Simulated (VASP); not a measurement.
Here is a VASP 6.6.1 calculation.

POSCAR

```
Li
1.0
    2.9593328770      0.0000000000      0.0000000000
   -1.4796664385      2.5628574497      0.0000000000
    0.0000000000      0.0000000000      4.8714967478
Li
2
Direct
    0.3333333333      0.6666666667      0.2500000000
    0.6666666667      0.3333333333      0.7500000000
```

Contents of INCAR.step1:

```
SYSTEM = Li
PREC = Accurate
ENCUT = 520
EDIFF = 1E-6
ISMEAR = 1
SIGMA = 0.1
LREAL = .False.
LASPH = .True.
NELM = 80
ALGO = Normal
ISIF = 2
LWAVE = .False.
LCHARG = .True.
GGA = PS
IVDW = 12
NBANDS = 10
```

KPOINTS.step1

```
regular mesh
0
Gamma
  10 10 5
  0 0 0
```

The input INCAR.step2:

```
SYSTEM = Li
PREC = Accurate
ENCUT = 520
EDIFF = 1E-6
ISMEAR = -5
SIGMA = 0.1
LREAL = .False.
LASPH = .True.
NELM = 80
ALGO = Normal
ISIF = 2
LWAVE = .False.
LCHARG = .False.
GGA = PS
IVDW = 12
LORBIT = 10
NEDOS = 1001
ICHARG = 11
```

The input KPOINTS.step2:

```
regular mesh
0
Gamma
  15 15 8
  0 0 0
```

Potentials or basis: VASP PAW PBE potentials, release 64 (Li_sv).

Command:

```sh
$ cat potpaw_PBE.64/Li_sv/POTCAR > POTCAR
$ cp INCAR.step1 INCAR
$ cp KPOINTS.step1 KPOINTS
$ mpirun -np 1 vasp_std > vasp.out
$ cp INCAR.step2 INCAR
$ cp KPOINTS.step2 KPOINTS
$ mpirun -np 1 vasp_std > vasp.out
```

Q: Estimate the dispersion energy per atom.

A: -0.164 eV.
